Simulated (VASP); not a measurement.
In: single point with r2SCAN

The system is In.

```
In
1.0
    -1.57530    1.57530    2.63625
     1.57530   -1.57530    2.63625
     1.57530    1.57530   -2.63625
In
1
Direct
  0.00000 0.00000 0.00000
```

This cell differs from its parent crystal: ratio of the length along z to the lengths across it x 1.1, volume and fractional coordinates fixed.

| Item | Value |
| --- | --- |
| Program | VASP 6.6.1 |
| Task | single point |
| Functional | r2SCAN |
| Potentials or basis | VASP PAW PBE potentials, release 64 (In_d) |
| Cutoff | 520 eV |
| k mesh | 22 × 22 × 22 |
| Occupations | gaussian, width 0.15 eV |
| Spin | no spin polarisation |

The pressure is 0.3 GPa.

Stress tensor (GPa, compression positive):
```
 0.64  0.00  0.00
 0.00  0.64  0.00
 0.00  0.00 -0.30
```

Levels at points of the mesh, in eV from the Fermi level:
```csv
k point,band 2,band 3,band 4,band 5,band 6,band 7,band 8,band 9,band 10,band 11
"(0.00, 0.00, 0.00)",-15.17,-15.11,-15.11,-14.90,-10.00,11.22,11.22,11.26,12.49,13.97
"(0.50, 0.00, 0.00)",-15.29,-15.10,-14.90,-14.82,-4.36,-3.51,6.65,10.51,10.86,12.63
"(0.50, 0.50, 0.00)",-15.35,-14.93,-14.89,-14.69,-1.77,-0.87,3.06,4.30,7.21,7.43
"(0.50, 0.50, 0.50)",-15.35,-14.85,-14.85,-14.84,-4.06,-3.32,6.03,6.03,9.33,10.07
```

Wall time 17 min on 1 thread of Intel(R) Xeon(R) Platinum 8375C CPU @ 2.90GHz (Ice Lake), on a shared host, peak memory 0.38 GiB.

Caveat: the PAW data sets were made with another functional, which shifts forces and pressure a little; spin-orbit coupling is left out, which moves the levels of the heavy elements.
